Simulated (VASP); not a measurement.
**Mo: single point with PBEsol**

Mo:

```
Mo
1.0
     3.08240    0.00000    0.00000
     0.00000    3.08240    0.00000
     0.00000    0.00000    3.31710
Mo
2
Direct
  0.00000 0.00000 0.00000
  0.50000 0.50000 0.50000
```

This cell differs from its parent crystal: uniaxial strain along c: +6.0 %.

```json
{
  "Program": "VASP 6.6.1",
  "Task": "single point",
  "Functional": "PBEsol",
  "Potentials or basis": "VASP PAW PBE potentials, release 64 (Mo_sv)",
  "Cutoff": "520 eV",
  "k mesh": "14 × 14 × 14",
  "Occupations": "gaussian, width 0.1 eV",
  "Spin": "no spin polarisation"
}
```

The pressure is -6.1 GPa and the band gap on the k mesh is zero (band 14 reaches 14.31 eV, above the bottom of band 15 at 11.50 eV).

Stress tensor (GPa, compression positive):
```
  0.52   0.00   0.00
  0.00   0.52   0.00
  0.00   0.00 -19.40
```

Levels at points of the mesh, in eV from the Fermi level:
```tsv
k point	band 11	band 12	band 13	band 14	band 15	band 16	band 17	band 18
(0.00, 0.00, 0.00)	-5.31	-1.57	-1.57	-0.78	1.06	2.07	3.79	4.05
(0.50, 0.00, 0.00)	-2.58	-2.58	-1.07	-1.07	-0.49	-0.49	0.78	0.78
(0.50, 0.50, 0.00)	-3.91	-3.91	1.97	1.97	2.33	2.33	2.64	2.64
(0.00, 0.00, 0.50)	-2.84	-2.84	-0.30	-0.30	-0.30	-0.30	1.15	1.15
(0.50, 0.00, 0.50)	-3.06	-3.06	1.02	1.02	1.40	1.40	2.41	2.41
(0.50, 0.50, 0.50)	-2.49	-2.49	-2.49	-2.49	2.07	2.07	2.72	2.72
```

Wall time 77 s on 1 thread of Intel(R) Xeon(R) Platinum 8488C (Sapphire Rapids), on a shared host, peak memory 0.25 GiB.

Caveat: the cell differs from its parent crystal (uniaxial strain along c: +6.0 %); the PAW data sets were made with another functional, which shifts forces and pressure a little.
